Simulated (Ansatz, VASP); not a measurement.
**Two plane-wave programs on HCl**

Contents of INCAR:

```
SYSTEM = HCl
PREC = Accurate
ENCUT = 520
EDIFF = 1E-6
ISMEAR = 0
SIGMA = 0.1
LREAL = .FALSE.
LASPH = .TRUE.
NELM = 60
ALGO = Normal
ISIF = 2
LWAVE = .FALSE.
LCHARG = .FALSE.
GGA = PS
NBANDS = 11
```

The input KPOINTS:

```
Automatic mesh
0
G
  16 16 16
  0 0 0
```

Contents of POSCAR:

```
HCl
1.0
    0.0000000000      2.1991622273      2.1991622273
    2.1991622273      0.0000000000      2.1991622273
    2.1991622273      2.1991622273      0.0000000000
H Cl
1 1
Direct
    0.0000000000      0.0000000000      0.0000000000
    0.5000000000      0.5000000000      0.5000000000
```

Input for Ansatz:

```yaml
crystal:
  lattice:
    - [0.0, 2.1991622273, 2.1991622273]
    - [2.1991622273, 0.0, 2.1991622273]
    - [2.1991622273, 2.1991622273, 0.0]
  atoms:
    - { symbol: H, position: [0.0, 0.0, 0.0] }
    - { symbol: Cl, position: [0.5, 0.5, 0.5] }
basis:
  ecutwfc: 420
kpoints:
  mp_grid: { grid: [16, 16, 16] }
hamiltonian:
  xc: pbesol
scf:
  occupations: { method: gaussian, width: 0.1 }
output:
  forces: true
  stress: true
  eigenvalues: true
```

Alike in both runs: task single point; functional PBEsol; k mesh 16 × 16 × 16; occupations gaussian, width 0.1 eV; no spin polarisation.

|  | VASP | Ansatz |
| --- | --- | --- |
| version | VASP 6.6.1 | Ansatz 0.2.0 |
| potentials or method | VASP PAW PBE potentials, release 64 (H, Cl), cutoff 520 eV | scalar-relativistic, plane waves, PAW |
| valence electrons in the cell | 8 | 8 |

|  | VASP | Ansatz | Ansatz less VASP |
| --- | --- | --- | --- |
| gap on the k mesh at the Fermi level (eV) | none | none | - |
| pressure (GPa) | 2.0 | 2.2 | +0.12 |

VASP's potentials were made for PBE, not for PBEsol. A gap of «none» marks a metal or a gap that the smearing closes.
